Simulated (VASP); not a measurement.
Si3As2:

```
CELL_PARAMETERS angstrom
4.54141 0.00000 0.00000
0.00000 4.54141 0.00000
0.00000 0.00000 4.54141
ATOMIC_POSITIONS crystal
Si 0.50000 0.00000 0.00000
Si 0.00000 0.50000 0.00000
Si 0.00000 0.00000 0.50000
As 0.50000 0.50000 0.50000
As 0.00000 0.00000 0.00000
```

* Program: VASP 6.6.1
* Task: relaxation of cell and atoms
* Functional: PBE
* Potentials or basis: VASP PAW PBE potentials, release 64 (Si, As)
* Cutoff: 600 eV
* k mesh: 4 × 4 × 4
* Occupations: gaussian, width 0.1 eV
* Spin: no spin polarisation

At the start: pressure 10.4 GPa; volume 18.73 Å³/atom.

Problem. How do energy, volume and symmetry change on relaxing?

Solution. Over 3 steps the energy falls by 75.9 meV/atom and the volume is 21.35 Å³/atom (+14.0 %); space group Pm-3m (No. 221, to 0.05 Å).

Step by step:
```csv
step,energy change (eV),largest force (eV/Å),pressure (GPa),volume (Å³)
1,0.0000,0.0000,10.43,93.66
2,-0.3512,0.0000,-2.15,111.19
3,-0.3796,0.0000,0.21,106.76
```

Final structure:
```
Si As
1.0
     4.74396    0.00000    0.00000
     0.00000    4.74396    0.00000
     0.00000    0.00000    4.74396
Si As
3 2
Direct
  0.50000 0.00000 0.00000
  0.00000 0.50000 0.00000
  0.00000 0.00000 0.50000
  0.50000 0.50000 0.50000
  0.00000 0.00000 0.00000
```
